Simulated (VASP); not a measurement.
# Al4Ni: single point with PBE

The system is Al4Ni.

```
Al Ni
1.0
     4.33628    0.00000    0.00000
    -2.16814    3.75533    0.00000
     0.00000    0.00000    5.39770
Al Ni
4 1
Direct
  0.33333 0.66667 0.24811
  0.33333 0.66667 0.75189
  0.66667 0.33333 0.75189
  0.66667 0.33333 0.24811
  0.00000 0.00000 0.50000
```

The cell was generated, and may not be a known phase.

| Item | Value |
| --- | --- |
| Program | VASP 6.6.1 |
| Task | single point |
| Functional | PBE |
| Potentials or basis | VASP PAW PBE potentials, release 64 (Al, Ni) |
| Cutoff | 520 eV |
| k mesh | 12 × 12 × 8 |
| Occupations | gaussian, width 0.1 eV |
| Spin | no spin polarisation |

```json
{
 "Pressure": "0.0 GPa",
 "Band gap on the k mesh": "zero (bands 11 and 12 overlap by 1.36 eV)"
}
```

Stress tensor (GPa, compression positive):
```
-0.07  0.00  0.00
 0.00 -0.07  0.00
 0.00  0.00  0.02
```

Levels at points of the mesh, in eV from the Fermi level:
```tsv
k point	band 9	band 10	band 11	band 12	band 13	band 14
(0.00, 0.00, 0.00)	-0.14	0.07	0.07	0.90	0.90	2.21
(0.50, 0.00, 0.00)	-1.98	-1.76	-1.30	-0.55	0.61	1.84
(0.00, 0.00, 0.50)	0.04	0.67	0.81	1.14	1.14	1.18
(0.50, 0.00, 0.50)	-1.60	-1.53	-0.19	0.49	0.76	2.69
```

Run time: 5.9 min on 1 thread of Intel Xeon 8259CL, with other jobs on the host, peak memory 0.3 GiB.

Spin polarisation is off, so any magnetic state and its effect on volume and gap are missing.
